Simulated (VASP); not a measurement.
Wanted: the native input for a VASP 6.6.1 run.

```
Task                   : relaxation of cell and atoms
Functional             : PBE
Dispersion             : D3(BJ)
Potentials or basis    : VASP PAW PBE potentials, release 64 (Pb_d, S)
Cutoff                 : 600 eV
k mesh                 : 6 × 6 × 6
Occupations            : fermi-dirac, width 0.02 eV
Spin                   : no spin polarisation
Dipole correction      : no
Further INCAR settings : ALGO = Normal; EDIFF = 1e-07; IBRION = 2; EDIFFG = -0.005; NSW = 80; ISIF = 3
```

The structure of PbS lies in POSCAR:

```
PbS
1.0
    2.0799526950     -5.9912968650      0.0000000000
    2.0799526950      5.9912968650      0.0000000000
    0.0000000000      0.0000000000      4.2793209400
Pb S
2 2
Direct
    0.8694366500      0.1305633500      0.7500000000
    0.1305633500      0.8694366500      0.2500000000
    0.6452029100      0.3547970900      0.7500000000
    0.3547970900      0.6452029100      0.2500000000
```

The input as run:

INCAR

```
ALGO = Normal
EDIFF = 1E-7
EDIFFG = -0.005
ENCUT = 600
GGA = PE
IBRION = 2
ISIF = 3
ISMEAR = -1
IVDW = 12
LASPH = True
LCHARG = False
LREAL = False
LWAVE = False
NELM = 100
NSW = 80
PREC = Accurate
SIGMA = 0.02
```

KPOINTS

```
k-points
0
Gamma
  6 6 6
```

Potentials or basis: VASP PAW PBE potentials, release 64 (Pb_d, S).

Command:

```sh
$ cat potpaw_PBE.64/Pb_d/POTCAR potpaw_PBE.64/S/POTCAR > POTCAR
$ mpirun -np 1 vasp_std > vasp.out
```

Results of the run:

```yaml
Relaxed_volume: 25.52 Å³/atom
Relaxed_cell: a = 6.169 Å, b = 6.169 Å, c = 4.267 Å, α = 90.00°, β = 90.00°, γ = 141.07°
Space_group_after_relaxing_to_0.1_Å: Cmcm (No. 63)
Energy_gained_by_relaxing: 5.9 meV/atom
Ionic_steps: 20
Pressure_after_relaxing: 0.0 GPa
Band_gap_on_the_k_mesh: 1.23 eV (least direct gap 1.28 eV)
Dispersion_energy_per_atom: -0.357 eV
```

Caveat: spin-orbit coupling is left out, which moves the levels of the heavy elements.

Wall time 50 min on 1 thread of Intel(R) Xeon(R) Platinum 8488C (Sapphire Rapids) (shared host), peak memory 0.41 GiB.
